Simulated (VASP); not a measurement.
# Sc: single point with LDA

Sc:

```
Sc
1.0
     3.16523    0.00000    0.00000
    -1.58261    2.74117    0.00000
     0.00000    0.00000    4.90526
Sc
2
Direct
  0.33333 0.66667 0.25000
  0.66667 0.33333 0.75000
```

* Program: VASP 6.6.1
* Task: single point
* Functional: LDA
* Potentials or basis: VASP PAW LDA potentials, release 64 (Sc_sv)
* Cutoff: 520 eV
* k mesh: 16 × 16 × 10
* Occupations: fermi-dirac, width 0.1 eV
* Spin: no spin polarisation
* Dipole correction: no
* Further INCAR settings: ALGO = Normal; EDIFF = 1e-06; NBANDS = 18

```yaml
Pressure: 4.1 GPa
Band_gap_on_the_k_mesh: zero (bands 11 and 12 overlap by 1.76 eV)
```

Levels at points of the mesh, in eV from the Fermi level:
```tsv
k point	band 7	band 8	band 9	band 10	band 11	band 12	band 13	band 14	band 15	band 16
(0.00, 0.00, 0.00)	-27.10	-27.06	-5.31	-1.85	1.15	1.71	1.71	2.06	2.26	2.26
(0.50, 0.00, 0.00)	-27.24	-27.16	-1.66	-1.27	-0.89	-0.17	1.38	1.52	2.15	4.32
(0.00, 0.00, 0.50)	-27.15	-27.15	-3.57	-3.57	1.07	1.07	1.60	1.60	1.60	1.60
(0.50, 0.00, 0.50)	-27.23	-27.23	-1.69	-1.69	0.09	0.09	1.66	1.66	2.65	2.65
```

Run time: 32 s on 1 thread of Intel(R) Xeon(R) 6975P-C (Granite Rapids) (shared host), peak memory 0.22 GiB.

Caveat: the cell stands under pressure.
